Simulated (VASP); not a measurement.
## Ba: single point with PBE

Crystal: Ba.

```xyz
1
Lattice="0.0000 3.2346 3.2346 3.2346 0.0000 3.2346 3.2346 3.2346 0.0000" Properties=species:S:1:pos:R:3 pbc="T T T"
Ba    0.0000    0.0000    0.0000
```

This isn't the form of Ba at room conditions, which is bcc.

- Program: VASP 6.6.1
- Task: single point
- Functional: PBE
- Potentials or basis: VASP PAW PBE potentials, release 64 (Ba_sv)
- Cutoff: 520 eV
- k mesh: 12 × 12 × 12
- Occupations: gaussian, width 0.1 eV
- Spin: no spin polarisation
- Dipole correction: no
- Further INCAR settings: ALGO = Normal; EDIFF = 1e-06; NBANDS = 11

```json
{
 "Pressure": "-0.4 GPa",
 "Band gap on the k mesh": "zero (bands 5 and 6 overlap by 0.23 eV)"
}
```

Levels at points of the mesh, in eV from the Fermi level:
```csv
k point,band 1,band 2,band 3,band 4,band 5,band 6,band 7,band 8,band 9,band 10
"(0.00, 0.00, 0.00)",-29.06,-14.05,-14.05,-14.05,-2.78,1.66,1.66,1.66,3.10,3.10
"(0.50, 0.00, 0.00)",-29.03,-14.41,-14.10,-14.10,-0.97,0.83,1.53,1.53,4.19,4.19
"(0.50, 0.50, 0.00)",-29.02,-14.39,-14.18,-14.18,-0.78,-0.15,1.77,4.20,4.52,4.52
```

Run time: 14 s on 1 thread of Intel(R) Xeon(R) 6975P-C (Granite Rapids) (shared host), peak memory 0.22 GiB.

Caveat: spin-orbit coupling is left out, which moves the levels of the heavy elements.
